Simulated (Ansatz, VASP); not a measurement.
# Two plane-wave programs on BP

File POSCAR:

```
BP
1.0
    0.0000000000      2.2683155573      2.2683155573
    2.2683155573      0.0000000000      2.2683155573
    2.2683155573      2.2683155573      0.0000000000
B P
1 1
Direct
    0.0000000000      0.0000000000      0.0000000000
    0.2500000000      0.2500000000      0.2500000000
```

File INCAR.step1:

```
SYSTEM = BP
PREC = Accurate ; ENCUT = 520
ISMEAR = 0 ; SIGMA = 0.01
LREAL = .FALSE. ; LASPH = .TRUE.
NELM = 100 ; NBANDS = 11
GGA = PE ; ALGO = Normal
EDIFF = 1E-4 ; LWAVE = .TRUE.
LCHARG = .FALSE.
```

INCAR.step2

```
SYSTEM = BP
PREC = Accurate ; ENCUT = 520
EDIFF = 1E-6 ; ISMEAR = 0
SIGMA = 0.01 ; LREAL = .FALSE.
LASPH = .TRUE. ; NELM = 100
ALGO = Normal ; ISIF = 2
LWAVE = .FALSE. ; LCHARG = .FALSE.
METAGGA = R2SCAN ; LMIXTAU = .TRUE.
NBANDS = 11 ; ISTART = 1
```

File KPOINTS:

```
regular mesh
0
G
  8 8 8
  0 0 0
```

Input for Ansatz:

```yaml
crystal:
  lattice:
    - [0.0, 2.2683155573, 2.2683155573]
    - [2.2683155573, 0.0, 2.2683155573]
    - [2.2683155573, 2.2683155573, 0.0]
  atoms:
    - { symbol: B, position: [0.0, 0.0, 0.0] }
    - { symbol: P, position: [0.25, 0.25, 0.25] }
kpoints:
  mp_grid: { grid: [8, 8, 8] }
hamiltonian:
  xc: r2scan
scf:
  occupations: { method: fixed }
  n_extra_bands: 4
output:
  forces: true
  stress: true
  eigenvalues: true
```

Alike in both runs: task single point; functional r2SCAN; k mesh 8 × 8 × 8; no spin polarisation.

|  | VASP | Ansatz |
| --- | --- | --- |
| version | VASP 6.6.1 | Ansatz 0.2.0 |
| potentials or method | VASP PAW PBE potentials, release 64 (B, P) | plane waves, PAW |
| plane-wave cutoff (eV) | 520 | 500 |
| occupations | gaussian, width 0.01 eV | fixed |
| valence electrons in the cell | 8 | 8 |

|  | VASP | Ansatz | Ansatz less VASP |
| --- | --- | --- | --- |
| gap on the k mesh at the Fermi level (eV) | 1.48 | 1.45 | -0.030 |
| pressure (GPa) | -0.5 | 0.0 | +0.51 |

VASP's potentials were made for PBE, not for r2SCAN.
